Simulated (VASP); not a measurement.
Here is a VASP 6.6.1 calculation.

File INCAR:

```
PREC = Accurate
ENCUT = 520
EDIFF = 1E-6
ISMEAR = 0
SIGMA = 0.1
LREAL = False
LASPH = True
NELM = 100
ALGO = Normal
ISIF = 2
LWAVE = False
LCHARG = False
GGA = PE
NBANDS = 28
```

Contents of KPOINTS:

```
regular mesh
0
Gamma
  9 9 6
```

Contents of POSCAR:

```
Hf
1.0
    5.0879118136      0.0000000000      0.0000000000
   -2.5439559068      4.4062608828      0.0000000000
    0.0000000000      0.0000000000      5.5670995101
Hf
4
Direct
    0.3333333333      0.6666666667     -0.0000635323
    0.6666666667      0.3333333333      0.4999364677
    0.3333333333      0.6666666667      0.5000635323
    0.6666666667      0.3333333333      1.0000635323
```

Potentials or basis: VASP PAW PBE potentials, release 64 (Hf_pv).

Command:

```bash
$ cat potpaw_PBE.64/Hf_pv/POTCAR > POTCAR
$ mpirun -np 1 vasp_std > vasp.out
```

What does it give for the largest force?

0.010 eV/Å.

What does it give for the pressure?

-0.3 GPa.

Forces on the atoms (eV/Å):
```
Hf   0.000  0.000  0.010
Hf   0.000  0.000  0.010
Hf   0.000  0.000 -0.010
Hf   0.000  0.000 -0.010
```
